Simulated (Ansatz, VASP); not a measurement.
# CdSnBi2Te4 in VASP and in Ansatz

```
CELL_PARAMETERS angstrom
-3.93511 3.93511 3.95309
3.93511 -3.93511 3.95309
3.93511 3.93511 -3.95309
ATOMIC_POSITIONS crystal
Bi 0.50000 0.00000 0.50000
Bi 0.00000 0.50000 0.50000
Cd 0.50000 0.50000 0.00000
Sn 0.00000 0.00000 0.00000
Te 0.50764 0.50764 0.42957
Te 0.49236 0.92193 0.00000
Te 0.07807 0.07807 0.57043
Te 0.92193 0.49236 0.00000
```

Alike in both runs: functional PBE; k mesh 4 × 4 × 4; no spin polarisation.

Ansatz relaxed the structure, and its values are those at the end. VASP's run is a single point on that final structure, the one shown.

|  | VASP | Ansatz |
| --- | --- | --- |
| version | VASP 6.6.1 | Ansatz 0.2.0 |
| potentials or method | VASP PAW PBE potentials, release 64 (Bi_d, Cd, Sn_d, Te), cutoff 520 eV | PAW plane waves |
| occupations | fermi-dirac, width 0.1 eV | fermi-dirac |
| valence electrons in the cell | 80 | 128 |

|  | VASP | Ansatz | Ansatz less VASP |
| --- | --- | --- | --- |
| gap on the k mesh at the Fermi level (eV) | none | none | - |
| pressure (GPa) | 0.0 | 0.0 | 0.00 |
| rms of the force components (eV/Å) | 0.006 | 0.000 | -0.0058 |

A gap of «none» marks a metal or a gap that the smearing closes. VASP's potentials hold 80 valence electrons a cell and Ansatz's 128, so a difference there can come from the potentials and not from the codes.

Spin-orbit coupling is off throughout.
